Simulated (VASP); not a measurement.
The system is Ca3Ge2.

```
CELL_PARAMETERS angstrom
4.48696 0.00000 0.00000
-2.24348 3.88582 0.00000
0.00000 0.00000 5.55563
ATOMIC_POSITIONS crystal
Ca 0.66667 0.33333 0.24229
Ca 0.66667 0.33333 0.75771
Ca 0.00000 0.00000 0.50000
Ge 0.00000 0.00000 0.00000
Ge 0.33333 0.66667 0.50000
```

```yaml
Program: VASP 6.6.1
Task: relaxation of cell and atoms
Functional: PBEsol
Potentials_or_basis: VASP PAW PBE potentials, release 64 (Ca_sv, Ge_d)
Cutoff: 600 eV
k_mesh: 6 × 6 × 4
Occupations: gaussian, width 0.1 eV
Spin: no spin polarisation
```

At the start: pressure 25.0 GPa; volume 19.37 Å³/atom.

Problem. How do energy, volume and symmetry change on relaxing?

Solution. Over 10 steps the energy falls by 529.1 meV/atom and the volume is 28.52 Å³/atom (+47.2 %); space group P-6m2 (No. 187, to 0.1 Å) before and after.

Step by step:
```csv
step,energy change (eV),largest force (eV/Å),pressure (GPa),volume (Å³)
1,0.0000,1.2415,25.01,96.87
2,-2.4365,0.1946,-1.79,145.73
3,-2.4778,0.0554,0.17,137.20
4,-2.4787,0.0762,-0.06,138.34
5,-2.5693,0.0178,-0.01,138.94
6,-2.6305,0.0793,0.27,139.53
7,-2.5998,0.1206,1.07,139.89
8,-2.6409,0.0898,0.58,139.80
9,-2.6412,0.0893,0.54,139.78
10,-2.6453,0.0415,-0.14,142.62
```

Final structure:
```
Ca Ge
1.0
     4.85149    0.00000    0.00000
    -2.42574    4.20151    0.00000
     0.00000    0.00000    6.99661
Ca Ge
3 2
Direct
  0.66667 0.33333 0.23337
  0.66667 0.33333 0.76663
  0.00000 0.00000 0.50000
  0.00000 0.00000 0.00000
  0.33333 0.66667 0.50000
```

Caveat: the volume moved by over 15 % at a fixed basis, so the end points are rough; the PAW data sets were made with another functional, which shifts forces and pressure a little; the relaxation stopped at a loose force limit of 0.05 eV/Å, so its end isn't a converged minimum.
